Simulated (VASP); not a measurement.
Write the native input for VASP 6.6.1 that does the following.

```yaml
Task: relaxation of cell and atoms
Functional: PBE
Potentials_or_basis: VASP PAW PBE potentials, release 64 (Zn, Sn_d, N)
Cutoff: 600 eV
k_mesh: 6 × 6 × 6
Occupations: gaussian, width 0.1 eV
Spin: no spin polarisation
Dipole_correction: no
Further_INCAR_settings: ALGO = Normal; EDIFF = 1e-06; IBRION = 2; EDIFFG = -0.01; NSW = 100; ISIF = 3
```

The structure of Zn2SnN3 lies in POSCAR:

```
Zn2SnN3
1.0
    3.4656359913      2.0008858725      3.5658098911
   -3.4656359913      2.0008858725      3.5658098911
    0.0000000000     -4.0017717450      3.5658098911
Zn Sn N
2 1 3
Direct
    0.3372802805      0.3372802805      0.3372802805
    0.6627197195      0.6627197195      0.6627197195
    0.0000000000      0.0000000000      0.0000000000
    0.8272756513      0.8272756513      0.8272756513
    0.1727243487      0.1727243487      0.1727243487
    0.5000000000      0.5000000000      0.5000000000
```

The cell was generated, and may not be a known phase.

The input as run:

INCAR

```
SYSTEM = Zn2SnN3
PREC = Accurate ; ENCUT = 600
EDIFF = 1E-6 ; ISMEAR = 0
SIGMA = 0.1 ; LREAL = .FALSE.
LASPH = .TRUE. ; NELM = 60
ALGO = Normal ; ISIF = 3
LWAVE = .FALSE. ; LCHARG = .FALSE.
GGA = PE ; IBRION = 2
NSW = 100 ; EDIFFG = -0.01
```

KPOINTS

```
Automatic mesh
0
G
  6 6 6
  0 0 0
```

Potentials or basis: VASP PAW PBE potentials, release 64 (Zn, Sn_d, N).

The run is started by

```bash
$ cat potpaw_PBE.64/Zn/POTCAR potpaw_PBE.64/Sn_d/POTCAR potpaw_PBE.64/N/POTCAR > POTCAR
$ mpirun -np 1 vasp_std > vasp.out
```

It gave:

```yaml
Relaxed_volume: 25.99 Å³/atom
Relaxed_cell: a = 5.437 Å, b = 5.437 Å, c = 5.437 Å, α = 81.53°, β = 81.53°, γ = 81.53°
Space_group_after_relaxing_to_0.1_Å: R-3m (No. 166)
Energy_gained_by_relaxing: 1.0 meV/atom
Ionic_steps: 36
Pressure_after_relaxing: 0.0 GPa
Largest_force_after_relaxing: 0.005 eV/Å
Band_gap_on_the_k_mesh: zero (an odd number of electrons rules out a gap without spin polarisation)
```

Caveat: spin-orbit coupling is left out, which moves the levels of the heavy elements; an odd number of electrons without spin polarisation forces a metal; a magnetic or distorted state may lie lower.

It took 29 min on 1 thread of AMD EPYC 9R45 96-Core Processor (Zen 5) (shared host), peak memory 0.42 GiB.
